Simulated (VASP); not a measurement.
Runs of VASP 6.6.1 on MoS2. The structure is that of space group P6_3/mmc (No. 194), or close to it. The cells are those of the table. 

```csv
task,cell,gap on the mesh (eV),pressure (GPa),largest force (eV/Å)
electric field gradients,"a = 3.172, b = 3.172, c = 12.336 Å, angles 90.0, 90.0, 120.0°, 6 atoms",0.88,7.0,1.01
electric field gradients,"a = 3.140, b = 3.140, c = 12.212 Å, angles 90.0, 90.0, 120.0°, 6 atoms",0.88,12.4,1.58
single point,"a = 3.193, b = 3.193, c = 12.295 Å, angles 90.0, 90.0, 120.0°, 6 atoms",(b),(a),0.96
electric field gradients,"a = 3.096, b = 3.096, c = 12.044 Å, angles 90.0, 90.0, 120.0°, 6 atoms",0.89,21.0,2.45
single point,"a = 3.096, b = 3.096, c = 12.044 Å, angles 90.0, 90.0, 120.0°, 6 atoms",0.89,21.0,2.45
electric field gradients,"a = 3.161, b = 3.175, c = 12.295 Å, angles 90.2, 90.6, 120.4°, 6 atoms",0.87,8.8,1.24
single point,"a = 3.256, b = 3.256, c = 12.295 Å, angles 90.0, 90.0, 120.0°, 6 atoms",0.53,-0.1,0.55
electric field gradients,"a = 3.203, b = 3.203, c = 12.457 Å, angles 90.0, 90.0, 120.0°, 6 atoms",0.87,2.4,0.50
single point,"a = 3.140, b = 3.140, c = 12.212 Å, angles 90.0, 90.0, 120.0°, 6 atoms",0.88,12.4,1.58
electric field gradients,"a = 3.161, b = 3.147, c = 12.295 Å, angles 89.8, 89.4, 119.6°, 6 atoms",0.87,8.8,1.23
single point,"a = 3.172, b = 3.172, c = 12.336 Å, angles 90.0, 90.0, 120.0°, 6 atoms",0.88,7.0,1.01
```

Alike in all rows: level PBE; potentials or basis VASP PAW PBE potentials, release 64 (Mo_sv, S); no spin polarisation; k mesh 10 × 10 × 3; cutoff (eV) 520; smearing fermi-dirac 0.03 eV.

Problem. Fill in the values left out.

Solution. (a) 5.5; (b) 0.76.

Caveats: an odd mesh through Γ misses points on the zone boundary, where band edges can lie; the cell stands under pressure (at least some runs); this functional lacks dispersion, which binds the layers, so the pressure and a relaxed spacing across them are unreliable (at least some runs); forces of over 1 eV/Å act on the atoms, so gaps and moduli don't describe the material at rest (at least some runs).

A k mesh can miss the band edges, and the runs leave out spin-orbit coupling on Mo.
